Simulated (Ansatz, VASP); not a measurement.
**ZnS in VASP and in Ansatz**

The input POSCAR:

```
ZnS
1.0
    0.0000000000      2.1811583976      2.1811583976
    2.1811583976      0.0000000000      2.1811583976
    2.1811583976      2.1811583976      0.0000000000
Zn S
1 1
Direct
    0.0000000000      0.0000000000      0.0000000000
    0.5000000000      0.5000000000      0.5000000000
```

Contents of INCAR.step1:

```
PREC = Accurate
ENCUT = 520
ISMEAR = -1
SIGMA = 0.08
LREAL = F
LASPH = T
NELM = 60
NBANDS = 16
GGA = PE
ALGO = Normal
EDIFF = 1E-4
LWAVE = T
LCHARG = F
```

File INCAR.step2:

```
PREC = Accurate
ENCUT = 520
EDIFF = 1E-6
ISMEAR = -1
SIGMA = 0.08
LREAL = F
LASPH = T
NELM = 60
ALGO = Normal
ISIF = 2
LWAVE = F
LCHARG = F
METAGGA = R2SCAN
LMIXTAU = T
NBANDS = 16
ISTART = 1
```

Contents of KPOINTS:

```
Automatic mesh
0
Gamma
  16 16 16
```

Input for Ansatz:

```yaml
crystal:
  lattice:
    - [0.0, 2.1811583976, 2.1811583976]
    - [2.1811583976, 0.0, 2.1811583976]
    - [2.1811583976, 2.1811583976, 0.0]
  atoms:
    - { symbol: Zn, position: [0.0, 0.0, 0.0] }
    - { symbol: S, position: [0.5, 0.5, 0.5] }
kpoints:
  mp_grid: { grid: [16, 16, 16] }
scf:
  occupations: { method: fermi_dirac, width: 0.08 }
hamiltonian:
  xc: r2scan
  pseudopotentials: { kind: paw }
output:
  forces: true
  stress: true
  eigenvalues: true
  populations: true
```

Change from the starting cell: volume scaled by 0.64, PAW files.

Alike in both runs: task single point; functional r2SCAN; k mesh 16 × 16 × 16; occupations fermi-dirac, width 0.08 eV; no spin polarisation.

```csv
,VASP,Ansatz
version,VASP 6.6.1,Ansatz 0.2.0
potentials or method,"VASP PAW PBE potentials, release 64 (Zn, S)","PAW with Ansatz's default frozen-core files, scalar-relativistic"
plane-wave cutoff (eV),520,500
valence electrons in the cell,18,18
```

```csv
,VASP,Ansatz,Ansatz less VASP
pressure (GPa),116.2,115.0,-1.17
```

VASP's potentials were made for PBE, not for r2SCAN. Both programs put the cell under a high pressure, so it lies far from rest at this level.

Noted on VASP's run: the cell as given lies far from equilibrium.
